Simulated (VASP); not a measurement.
# Be (Fd-3m) in VASP: notebook, part 2 of 2

VASP 6.6.1.

### 5 Relaxation of cell and atoms, PBEsol

This run uses another cell than the first one, of 9.80 Å³/atom, 0.713 times its volume.

The input, INCAR:

```
SYSTEM = Be
PREC = Accurate ; ENCUT = 600
EDIFF = 1E-7 ; ISMEAR = -1
SIGMA = 0.05 ; LREAL = .FALSE.
LASPH = .TRUE. ; NELM = 120
ALGO = Normal ; ISIF = 3
LWAVE = .FALSE. ; LCHARG = .FALSE.
GGA = PS ; IBRION = 2
NSW = 60 ; EDIFFG = -0.005
GGA_COMPAT = .FALSE. ; NELMIN = 4
```

The input, KPOINTS:

```
regular mesh
0
G
  15 15 15
  0 0 0
```

The input, POSCAR:

```
Be
1.0
    0.0000000000      2.1398839719      2.1398839719
    2.1398839719      0.0000000000      2.1398839719
    2.1398839719      2.1398839719      0.0000000000
Be
2
Direct
   -0.1250000000     -0.1250000000     -0.1250000000
    0.1250000000      0.1250000000      0.1250000000
```

Potentials or basis: VASP PAW PBE potentials, release 64 (Be).

Command:

```bash
$ cat potpaw_PBE.64/Be/POTCAR > POTCAR
$ mpirun -np 1 vasp_std > vasp.out
```

OUTCAR:

```text
SYSTEM = Be
   PREC = Accurate
   ENCUT = 600
   EDIFF = 1E-7
   ISMEAR = -1
   LREAL = .FALSE.
   LASPH = .TRUE.
   NELM = 120
   ISIF = 3
   GGA = PS
   IBRION = 2
   NSW = 60
   EDIFFG = -0.005
   NELMIN = 4

 ion  position               nearest neighbor table
   1  0.875  0.875  0.875-   2 1.85   2 1.85   2 1.85   2 1.85
   2  0.125  0.125  0.125-   1 1.85   1 1.85   1 1.85   1 1.85

  LATTYP: Found a face centered cubic cell.
 ALAT       =     4.2797679438

  Lattice vectors:

 A1 = (   0.0000000000,   2.1398839719,   2.1398839719)
 A2 = (   2.1398839719,   0.0000000000,   2.1398839719)
 A3 = (   2.1398839719,   2.1398839719,   0.0000000000)

Analysis of symmetry for initial positions (statically):
=====================================================================
 Subroutine PRICEL returns:
 Original cell was already a primitive cell.

 Routine SETGRP: Setting up the symmetry group for a
 face centered cubic supercell.

 Subroutine GETGRP returns: Found 48 space group operations
 (whereof 12 operations were pure point group operations)
 out of a pool of 48 trial point group operations.

The static configuration has the point symmetry D_3d.
 The point group associated with its full space group is O_h .

Analysis of symmetry for dynamics (positions and initial velocities):
=====================================================================
 Subroutine PRICEL returns:
 Original cell was already a primitive cell.

 Routine SETGRP: Setting up the symmetry group for a
 face centered cubic supercell.

 Subroutine GETGRP returns: Found 48 space group operations
 (whereof 12 operations were pure point group operations)
 out of a pool of 48 trial point group operations.

The dynamic configuration has the point symmetry D_3d.
 The point group associated with its full space group is O_h .

 Subroutine INISYM returns: Found 48 space group operations
 (whereof 12 operations are pure point group operations),
 and found     1 'primitive' translations

----------------------------------------------------------------------------------------

                                     Primitive cell

  volume of cell :      19.5975

  direct lattice vectors                    reciprocal lattice vectors
     0.000000000  2.139883972  2.139883972    -0.233657528  0.233657528  0.233657528
     2.139883972  0.000000000  2.139883972     0.233657528 -0.233657528  0.233657528
     2.139883972  2.139883972  0.000000000     0.233657528  0.233657528 -0.233657528

  length of vectors
     3.026252935  3.026252935  3.026252935     0.404706711  0.404706711  0.404706711

  position of ions in fractional coordinates (direct lattice)
     0.875000000  0.875000000  0.875000000
     0.125000000  0.125000000  0.125000000

  ion indices of the primitive-cell ions
   primitive index   ion index
                 1           1
                 2           2

----------------------------------------------------------------------------------------

 KPOINTS: regular mesh

Automatic generation of k-mesh.
 Grid dimensions read from file:
 generate k-points for:   15   15   15

 Generating k-lattice:

  Cartesian coordinates                     Fractional coordinates (reciprocal lattice)
    -0.015577169  0.015577169  0.015577169     0.066666667  0.000000000  0.000000000
     0.015577169 -0.015577169  0.015577169     0.000000000  0.066666667  0.000000000
     0.015577169  0.015577169 -0.015577169     0.000000000  0.000000000  0.066666667

  Length of vectors
     0.026980447  0.026980447  0.026980447

  Shift w.r.t. Gamma in fractional coordinates (k-lattice)
     0.000000000  0.000000000  0.000000000

 Subroutine IBZKPT returns following result:
 ===========================================

 Found    120 irreducible k-points:

 Following reciprocal coordinates:
            Coordinates               Weight
  0.000000  0.000000  0.000000      1.000000
  0.066667  0.000000  0.000000      8.000000
  0.133333  0.000000  0.000000      8.000000
  0.200000  0.000000  0.000000      8.000000
  0.266667  0.000000  0.000000      8.000000
  0.333333  0.000000  0.000000      8.000000
[... 16 lines left out ...]
  0.133333  0.133333  0.000000      6.000000
  0.200000  0.133333  0.000000     24.000000
 [... further k-points ...]
   k-points           NKPTS =    120   k-points in BZ     NKDIM =    120   number of bands    NBANDS=      6
   number of dos      NEDOS =    301   number of ions     NIONS =      2
   total plane-waves  NPLWV =  13824
   dimension x,y,z NGX =    24 NGY =   24 NGZ =   24
   dimension x,y,z NGXF=    48 NGYF=   48 NGZF=   48
   ions per type =               2
   NGX,Y,Z   is equivalent  to a cutoff of  13.18, 13.18, 13.18 a.u.
   NGXF,Y,Z  is equivalent  to a cutoff of  26.37, 26.37, 26.37 a.u.
 SYSTEM =  Be
   PREC   = accura    normal or accurate (medium, high low for compatibility)
   ISTART =      0    job   : 0-new  1-cont  2-samecut
   ICHARG =      2    charge: 1-file 2-atom 10-const
   ISPIN  =      1    spin polarized calculation?
   LNONCOLLINEAR =      F non collinear calculations
   LSORBIT =      F    spin-orbit coupling
   LASPH  =      T    aspherical Exc in radial PAW
   ENCUT  =  600.0 eV  44.10 Ry    6.64 a.u.   6.04  6.04  6.04*2*pi/ulx,y,z
   NELM   =    120;   NELMIN=  4; NELMDL= -5     # of ELM steps
   EDIFF  = 0.1E-06   stopping-criterion for ELM
   LREAL  =      F    real-space projection
   EDIFFG = -.5E-02   stopping-criterion for IOM
   NSW    =     60    number of steps for IOM
   IBRION =      2    ionic relax: 0-MD 1-quasi-New 2-CG
   NFREE  =      1    steps in history (QN), initial steepest desc. (CG)
   ISIF   =      3    stress and relaxation
   ISYM   =      2    0-nonsym 1-usesym 2-fastsym
   POTIM  = 0.5000    time-step for ionic-motion
   TEBEG  =    0.0;   TEEND  =   0.0 temperature during run
   PSTRESS=    0.0 pullay stress
   NELECT =       4.0000    total number of electrons
   NUPDOWN=      -1.0000    fix difference up-down
   EMIN   =  10.00;   EMAX   =-10.00  energy-range for DOS
   EFERMI =   0.00;   METHOD = LEGACY
   ISMEAR =    -1;   SIGMA  =   0.05  broadening in eV -4-tet -1-fermi 0-gaus
   EFERMI_NEDOS =   21; number of points for ismear=-14 and -15
   IALGO  =     38    algorithm
   IMIX   =      4    mixing-type and parameters
     AMIX     =   0.40;   BMIX     =  1.00
     AMIX_MAG =   1.60;   BMIX_MAG =  1.00
  volume/ion in A,a.u.               =       9.80        66.13
  Fermi-wavevector in a.u.,A,eV,Ry     =   0.963891  1.821490 12.640981  0.929086
  Thomas-Fermi vector in A             =   2.093475
   LORBIT       =      0    0 simple, 1 ext, 2 COOP (PROOUT), +10 PAW based schemes
   GGA     = PS    functional components
   LHFCALC =     F    Hartree Fock is set to
   AEXX    =    0.0000 exact exchange contribution
   IVDW    =     0    specifies the selected vdW correction
   LEPSILON=     F    determine dielectric tensor
   LRPA    =     F    only Hartree local field effects (RPA)
 conjugate gradient relaxation of ions
 non-spin polarized calculation
  energy-cutoff  :      600.00
  volume of cell :       19.60
 maximum number of plane-waves:       666
   NGX = 13   NGY = 13   NGZ = 13

--------------------------------------- Ionic step        1  -------------------------------------------

 number of electron       4.0000000 magnetization

 Free energy of the ion-electron system (eV)
  ---------------------------------------------------
  ext. energy  EPLUGINS =         0.00000000
  ---------------------------------------------------
  free energy    TOTEN  =        -3.86706408 eV

  energy without entropy =       -3.86081936  energy(sigma->0) =       -3.86394172

 E-fermi :   4.2779     XC(G=0):  -9.8221

 val. band max:        4.2446378822   @ k =  -0.4000   0.2667   0.0000
 cond. band min:       4.2944841004   @ k =  -0.4667   0.4000   0.1333
 fundamental gap:      0.0498462181
 Fermi energy:         4.2778892296

 k-point     1 :       0.0000    0.0000    0.0000
  band No.  band energies     occupation
      1      -4.8325      2.00000
      2      10.6217      0.00000
      3      10.6217      0.00000
      4      10.6217      0.00000
      5      13.5271      0.00000
      6      13.5271      0.00000

 k-point     2 :       0.0667    0.0000    0.0000
  band No.  band energies     occupation
      1      -4.7503      2.00000
      2       9.7933      0.00000
      3      10.3806      0.00000
      4      10.3806      0.00000
      5      13.8363      0.00000
      6      13.8363      0.00000
[... 411 lines left out ...]
  energy  without entropy=       -4.6155324904  energy(sigma->0) =       -4.61923535

--------------------------------------- Ionic step        7  -------------------------------------------

 number of electron       4.0000000 magnetization

 Free energy of the ion-electron system (eV)
  ---------------------------------------------------
  ext. energy  EPLUGINS =         0.00000000
  ---------------------------------------------------
  free energy    TOTEN  =        -4.62295195 eV

  energy without entropy =       -4.61555142  energy(sigma->0) =       -4.61925169

 E-fermi :   1.8607     XC(G=0):  -8.6262

 val. band max:        1.8379511593   @ k =  -0.4000   0.4667   0.1333
 cond. band min:       1.8989045698   @ k =  -0.2667   0.0667   0.0000
 fundamental gap:      0.0609534105
 Fermi energy:         1.8607112558

 k-point     1 :       0.0000    0.0000    0.0000
  band No.  band energies     occupation
      1      -5.5049      2.00000
      2       6.6729      0.00000
      3       6.6729      0.00000
      4       6.6729      0.00000
      5       9.1891      0.00000
      6       9.1891      0.00000

 k-point     2 :       0.0667    0.0000    0.0000
  band No.  band energies     occupation
      1      -5.4375      2.00000
      2       6.0923      0.00000
      3       6.5125      0.00000
      4       6.5125      0.00000
      5       9.3972      0.00000
      6       9.3972      0.00000
[... 227 lines left out ...]
  FREE ENERGIE OF THE ION-ELECTRON SYSTEM (eV)
  ---------------------------------------------------
  free  energy   TOTEN  =        -4.6229519492 eV

  energy  without entropy=       -4.6155514238  energy(sigma->0) =       -4.61925169

 reached required accuracy - stopping structural energy minimisation
```

OSZICAR:

```text
N       E                     dE             d eps       ncg     rms          rms(c)
DAV:   1     0.115401839089E+01    0.11540E+01   -0.16781E+03  1452   0.588E+02
DAV:   2    -0.388369481413E+01   -0.50377E+01   -0.48357E+01  2190   0.623E+01
DAV:   3    -0.393608357100E+01   -0.52389E-01   -0.52213E-01  1800   0.616E+00
[... 48 lines left out ...]
       N       E                     dE             d eps       ncg     rms          rms(c)
DAV:   1    -0.462295283879E+01   -0.14643E-04   -0.11456E-04  1710   0.924E-02    0.500E-03
DAV:   2    -0.462295215873E+01    0.68006E-06   -0.10209E-06  1728   0.750E-03    0.305E-03
DAV:   3    -0.462295193840E+01    0.22032E-06   -0.77856E-07  1626   0.423E-03    0.127E-04
DAV:   4    -0.462295194919E+01   -0.10786E-07   -0.45085E-09   732   0.587E-04
   7 F= -.46229519E+01 E0= -.46192517E+01  d E =-.104270E-03
```

CONTCAR:

```text
Be
   1.00000000000000
     0.0000000000000000    2.4389061881634473    2.4389061881634473
     2.4389061881634473   -0.0000000000000000    2.4389061881634473
     2.4389061881634473    2.4389061881634473    0.0000000000000001
  Be
     2
Direct
     0.8750000000000000    0.8750000000000000    0.8750000000000000
     0.1250000000000000    0.1250000000000000    0.1250000000000000

  0.00000000E+00  0.00000000E+00  0.00000000E+00
  0.00000000E+00  0.00000000E+00  0.00000000E+00
```

Wall time 63 s (1 thread of Intel Xeon 8259CL, shared host); peak memory 0.14 GiB.

What came out:

```yaml
Free_energy: -4.6230 eV
Relaxed_volume: 14.51 Å³/atom
Relaxed_cell: a = 3.449 Å, b = 3.449 Å, c = 3.449 Å, α = 60.00°, β = 60.00°, γ = 60.00°
Space_group_after_relaxing_to_0.05_Å: Fd-3m (No. 227)
Energy_gained_by_relaxing: 377.9 meV/atom
Ionic_steps: 7
Pressure_after_relaxing: 0.0 GPa
Band_gap_on_the_k_mesh: zero (band 2 reaches 6.67 eV, above the bottom of band 3 at 0.35 eV)
```

The path:
```
step  energy change (eV)  largest force (eV/Å)  pressure (GPa)  volume (Å³)
   1              0.0000                0.0000           34.29        19.60
   2             -0.7101                0.0000            5.57        26.17
   3             -0.7527                0.0000            1.32        28.22
   4             -0.7559                0.0000            0.10        28.94
   5             -0.7558                0.0000           -0.23        29.16
   6             -0.7559                0.0000           -0.08        29.06
   7             -0.7559                0.0000           -0.01        29.01
```

Final structure:
```yaml
crystal:
  lattice:
    - [0.00000, 2.43891, 2.43891]
    - [2.43891, 0.00000, 2.43891]
    - [2.43891, 2.43891, 0.00000]
  atoms:
    - { symbol: Be, position: [0.87500, 0.87500, 0.87500] }
    - { symbol: Be, position: [0.12500, 0.12500, 0.12500] }
```

Levels at points of the mesh, in eV from the Fermi level:
| k point | band 1 | band 2 | band 3 | band 4 | band 5 | band 6 |
| --- | --- | --- | --- | --- | --- | --- |
| (0.00, 0.00, 0.00) | -7.37 | 4.81 | 4.81 | 4.81 | 7.33 | 7.33 |

Caveat: the volume moved by over 15 % at a fixed basis, so the end points are rough; the PAW data sets were made with another functional, which shifts forces and pressure a little.

### 6 The runs side by side

```csv
task,cell,gap on the mesh (eV),pressure (GPa)
single point,"a = 3.388 Å, angles 60.0°, 2 atoms",none,2.7
single point,"a = 3.446 Å, angles 60.0°, 2 atoms",none,0.1
relaxation of cell and atoms,"relaxed from a = 3.026 Å, angles 60.0°, 2 atoms",none,0.0
```

Alike in all rows: level PBEsol; potentials or basis VASP PAW PBE potentials, release 64 (Be); no spin polarisation; k mesh 15 × 15 × 15; cutoff (eV) 600; smearing fermi-dirac 0.05 eV.

Caveats: the PAW data sets were made with another functional, which shifts forces and pressure a little; the volume moved by over 15 % at a fixed basis, so the end points are rough (some runs).

Total energies depend on the potentials used, so only differences within one code and one set of settings carry meaning.
